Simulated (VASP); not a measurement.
NbTe:

```
Nb Te
1.0
     0.00000    2.85593    2.85593
     2.85593    0.00000    2.85593
     2.85593    2.85593    0.00000
Nb Te
1 1
Direct
  0.50000 0.50000 0.50000
  0.00000 0.00000 0.00000
```

Base run:

```yaml
Program: VASP 6.6.1
Functional: PBE
Potentials_or_basis: VASP PAW PBE potentials, release 64 (Nb_sv, Te)
Cutoff: 520 eV
k_mesh: 10 × 10 × 10
Occupations: gaussian, width 0.05 eV
Spin: collinear spin
Starting_moments: "[0.83, 0.0] μB"
```

Its results: pressure -0.1 GPa; net moment 0.97 μB per cell; site moments Nb +0.75; Te -0.01 μB.

Task: The run is repeated on the same cell with these changes: further incar settings from ALGO = Normal; EDIFF = 1e-06; NBANDS = 20 to ALGO = Normal; EDIFF = 1e-07; NBANDS = 20; moments at the start from [0.83, 0.0] to [0.5, 0.0]. What comes out?

Result: Pressure -0.8 GPa; net moment 0.09 μB per cell; site moments Nb +0.07; Te -0.00 μB.
